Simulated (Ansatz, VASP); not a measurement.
**Two plane-wave programs on Ti12H**

```
CELL_PARAMETERS angstrom
5.90000 0.00000 0.00000
-4.42500 7.66432 0.00000
0.00000 0.00000 4.68460
ATOMIC_POSITIONS crystal
Ti 0.00318 0.00051 0.00103
Ti 0.16617 0.22190 0.49835
Ti 0.00513 0.33034 0.00018
Ti 0.17359 0.55943 0.49897
Ti 0.00469 0.67031 0.99772
Ti 0.16888 0.89133 0.49791
Ti 0.49924 0.99790 0.00152
Ti 0.66349 0.21883 0.50167
Ti 0.49329 0.32955 0.00130
Ti 0.66275 0.55899 0.49912
Ti 0.50252 0.66740 0.00119
Ti 0.66490 0.88878 0.49822
H 0.83647 0.44511 0.74930
```

Alike in both runs: functional PBE; k mesh 2 × 2 × 2; occupations fermi-dirac, width 0.1 eV; no spin polarisation.

Ansatz relaxed the structure, and its values are those at the end. VASP's run is a single point on that final structure, the one shown.

|  | VASP | Ansatz |
| --- | --- | --- |
| version | VASP 6.6.1 | Ansatz 0.2.0 |
| potentials or method | VASP PAW PBE potentials, release 64 (Ti_sv, H), cutoff 400 eV | scalar-relativistic, plane waves, PAW |
| valence electrons in the cell | 145 | 145 |

|  | VASP | Ansatz | Ansatz less VASP |
| --- | --- | --- | --- |
| rms of the force components (eV/Å) | 0.013 | 0.013 | -0.0001 |

The k mesh is coarse, so the values compare programs but aren't converged.
